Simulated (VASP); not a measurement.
# Si2W: electric field gradients with PBEsol

Si2W:

```xyz
3
Lattice="-1.6060 1.6060 3.9006 1.6060 -1.6060 3.9006 1.6060 1.6060 -3.9006" Properties=species:S:1:pos:R:3 pbc="T T T"
Si    0.0000    0.0000    2.5978
Si    0.0000    0.0000    5.2034
W     0.0000    0.0000    0.0000
```

This cell differs from its parent crystal: zz strain of -1 %.

```
Program                : VASP 6.6.1
Task                   : electric field gradients
Functional             : PBEsol
Potentials or basis    : VASP PAW PBE potentials, release 64 (Si, W_sv)
Cutoff                 : 520 eV
k mesh                 : 18 × 18 × 18
Occupations            : fermi-dirac, width 0.03 eV
Spin                   : no spin polarisation
Dipole correction      : no
Further INCAR settings : ALGO = Normal; EDIFF = 1e-08; NBANDS = 18
```

| Quantity | Value |
| --- | --- |
| Pressure | -0.7 GPa |
| Largest force | 0.254 eV/Å |
| Band gap on the k mesh | zero (bands 11 and 12 overlap by 1.34 eV) |
| Largest electric field gradient by atom | Si -11.2; W -153.7 V/Å² |

Forces in eV/Å, atoms in the order of the input:
```
Si   0.000  0.000  0.254
Si   0.000  0.000 -0.254
W    0.000  0.000  0.000
```

Stress tensor (GPa, compression positive):
```
-1.33  0.00  0.00
 0.00 -1.33  0.00
 0.00  0.00  0.52
```

Levels at points of the mesh, in eV from the Fermi level:
```csv
k point,band 7,band 8,band 9,band 10,band 11,band 12,band 13,band 14,band 15,band 16
"(0.00, 0.00, 0.00)",-3.66,-3.33,-2.90,-2.90,0.64,2.72,2.83,3.18,3.18,4.66
"(0.50, 0.00, 0.00)",-5.71,-4.82,-2.80,-2.76,-0.46,2.71,2.73,4.08,4.49,5.07
"(0.50, 0.50, 0.00)",-6.06,-5.51,-5.08,-3.24,-1.68,2.81,2.97,3.14,3.92,4.38
"(0.50, 0.50, 0.50)",-3.87,-2.68,-0.88,-0.88,-0.49,-0.49,0.83,4.57,5.02,6.06
```

Electric field gradients, principal values (V/Å²):
```csv
atom,least,middle,greatest (by size)
1 Si,5.614,5.614,-11.228
2 Si,5.614,5.614,-11.228
3 W,76.856,76.856,-153.712
```

It took 10 min on 1 thread of Intel Xeon 8259CL (shared host), peak memory 0.47 GiB.

Caveat: the cell differs from its parent crystal (zz strain of -1 %); without QUAD_EFG the Cq values of the log hold for a quadrupole moment of 1 mb, not for the nuclei; the PAW data sets were made with another functional, which shifts forces and pressure a little; spin-orbit coupling is left out, which moves the levels of the heavy elements.
